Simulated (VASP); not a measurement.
A run of VASP 6.6.1 is set up as follows.

The input INCAR:

```
PREC     = Accurate       # precision mode
ENCUT    = 520            # plane-wave cutoff, eV
EDIFF    = 1E-7           # SCF threshold, eV
ISMEAR   = 0              # smearing method
SIGMA    = 0.05           # smearing width, eV
LREAL    = F              # projectors in reciprocal space
LASPH    = T              # aspherical terms in the spheres
NELM     = 100            # most SCF steps
ALGO     = Normal         # electronic algorithm
ISIF     = 2              # what is computed and relaxed
LWAVE    = F              # write WAVECAR
LCHARG   = F              # write CHGCAR
LDIPOL   = T            
IDIPOL   = 3            
DIPOL    = 0.5 0.5 0.500
GGA      = PS             # functional
NBANDS   = 36             # bands
```

Contents of KPOINTS:

```
regular mesh
0
Gamma
  12 12 1
```

POSCAR

```
C
1.0
    2.5053676368      0.0000000000      0.0000000000
   -1.2526838184      2.1697120193      0.0000000000
    0.0000000000      0.0000000000     25.8359426240
C
12
Direct
    0.3333333333      0.6666666667      0.2902932596
    0.0000000000      0.0000000000      0.3103167321
    0.0000000000      0.0000000000      0.3697861709
    0.6666666667      0.3333333333      0.3898096434
    0.6666666667      0.3333333333      0.4502418081
    0.0000000000      0.0000000000      0.4702652806
    0.0000000000      0.0000000000      0.5297347194
    0.3333333333      0.6666666667      0.5497581919
    0.3333333333      0.6666666667      0.6101903566
    0.0000000000      0.0000000000      0.6302138291
    0.0000000000      0.0000000000      0.6896832679
    0.6666666667      0.3333333333      0.7097067404
```

Potentials or basis: VASP PAW PBE potentials, release 64 (C).

The run is started by

```console
$ cat potpaw_PBE.64/C/POTCAR > POTCAR
$ mpirun -np 1 vasp_std > vasp.out
```

Q: What does it give for the largest force?

A: 4.773 eV/Å.

Q: What does it give for the band gap on the k mesh?

A: Zero (bands 24 and 25 overlap by 0.19 eV).

Forces in eV/Å, atoms in the order of the input:
```
C    0.000  0.000  4.135
C    0.000  0.000 -4.773
C    0.000  0.000  0.836
C    0.000  0.000 -0.361
C    0.000  0.000  0.183
C    0.000  0.000 -0.119
C    0.000  0.000  0.119
C    0.000  0.000 -0.183
C    0.000  0.000  0.361
C    0.000  0.000 -0.836
C    0.000  0.000  4.773
C    0.000  0.000 -4.135
```

Caveat: the cell differs from its parent crystal (atoms taken out); the PAW data sets were made with another functional, which shifts forces and pressure a little.
